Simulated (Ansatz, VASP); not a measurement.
## PbSe: VASP beside Ansatz

```
Pb Se
1.0
     0.00000    3.06065    3.06065
     3.06065    0.00000    3.06065
     3.06065    3.06065    0.00000
Pb Se
1 1
Direct
  0.00000 0.00000 0.00000
  0.50000 0.50000 0.50000
```

Alike in both runs: task relaxation of cell and atoms; functional RPBE; k mesh 6 × 6 × 6; no spin polarisation.

```csv
,VASP,Ansatz
version,VASP 6.6.1,Ansatz 0.2.0
potentials or method,"VASP PAW PBE potentials, release 64 (Pb_d, Se)","plane waves, PAW"
plane-wave cutoff (eV),500,420
occupations,"gaussian, width 0.01 eV",fixed
valence electrons in the cell,20,30
```

|  | VASP | Ansatz | Ansatz less VASP |
| --- | --- | --- | --- |
| relaxed volume (Å³/atom) | 31.17 | 31.19 | +0.023 |
| relaxed length of the cell vector where the two differ most in proportion (Å) | 4.451 | 4.452 | +0.0011 |

VASP's potentials were made for PBE, not for RPBE. VASP's potentials hold 20 valence electrons a cell and Ansatz's 30, so a difference there can come from the potentials and not from the codes. Ansatz's warnings: stress scf threshold loose.

Spin-orbit coupling is off throughout.
